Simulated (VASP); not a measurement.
A run of VASP 6.6.1 is set up as follows.

Contents of INCAR:

```
PREC     = Accurate       # precision mode
ENCUT    = 520            # plane-wave cutoff, eV
EDIFF    = 1E-7           # SCF threshold, eV
ISMEAR   = -1             # smearing method
SIGMA    = 0.05           # smearing width, eV
LREAL    = False          # projectors in reciprocal space
LASPH    = True           # aspherical terms in the spheres
NELM     = 100            # most SCF steps
ALGO     = Normal         # electronic algorithm
ISIF     = 2              # what is computed and relaxed
LWAVE    = False          # write WAVECAR
LCHARG   = False          # write CHGCAR
GGA      = CA             # functional
NBANDS   = 11             # bands
```

File KPOINTS:

```
regular mesh
0
Gamma
  12 12 9
```

POSCAR

```
MgB2
1.0
    3.1255974756      0.0000000000      0.0000000000
   -1.5627987378      2.7068468159      0.0000000000
    0.0000000000      0.0000000000      3.5693605797
Mg B
1 2
Direct
    0.0000000000      0.0000000000      0.0000000000
    0.3333333333      0.6666666667      0.5000000000
    0.6666666667      0.3333333333      0.5000000000
```

Potentials or basis: VASP PAW LDA potentials, release 64 (Mg, B).

Run with:

```sh
$ cat potpaw_LDA.64/Mg/POTCAR potpaw_LDA.64/B/POTCAR > POTCAR
$ mpirun -np 1 vasp_std > vasp.out
```

(1) Predict the pressure.

(2) Predict the band gap on the k mesh.

Answers

(1) -13.1 GPa.

(2) zero (band 4 reaches 6.69 eV, above the bottom of band 5 at 3.09 eV).
